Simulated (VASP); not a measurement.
# Ti: vibrations by perturbation theory with PBEsol

Ti:

```xyz
3
Lattice="4.5674 0.0000 0.0000 -2.2837 3.9555 0.0000 0.0000 0.0000 2.8262" Properties=species:S:1:pos:R:3 pbc="T T T"
Ti    2.2837    1.3185    1.4131
Ti    0.0000    2.6370    1.4131
Ti    0.0000    0.0000    0.0000
```

This isn't the form of Ti at room conditions, which is hcp.

```json
{
 "Program": "VASP 6.6.1",
 "Task": "vibrations by perturbation theory",
 "Functional": "PBEsol",
 "Potentials or basis": "VASP PAW PBE potentials, release 64 (Ti_sv)",
 "Cutoff": "520 eV",
 "k mesh": "5 × 5 × 7",
 "Occupations": "fermi-dirac, width 0.05 eV",
 "Spin": "no spin polarisation",
 "Dipole correction": "no",
 "Further INCAR settings": "ALGO = Normal; EDIFF = 1e-08; NBANDS = 25; IBRION = 8; NSW = 1"
}
```

| Item | Value |
| --- | --- |
| Highest phonon frequency at Γ | 218 cm⁻¹ |

Phonon frequencies in cm⁻¹ (negative: imaginary):
```
              q point                      frequencies
(0.000, 0.000, 0.000)  -1 -1 0 134 134 134 182 182 218
```

Run time: 13 min on 1 thread of Intel Xeon 8259CL, with other jobs on the host, peak memory 0.28 GiB.

Caveat: the cell stands under pressure or tension, which shifts response properties.
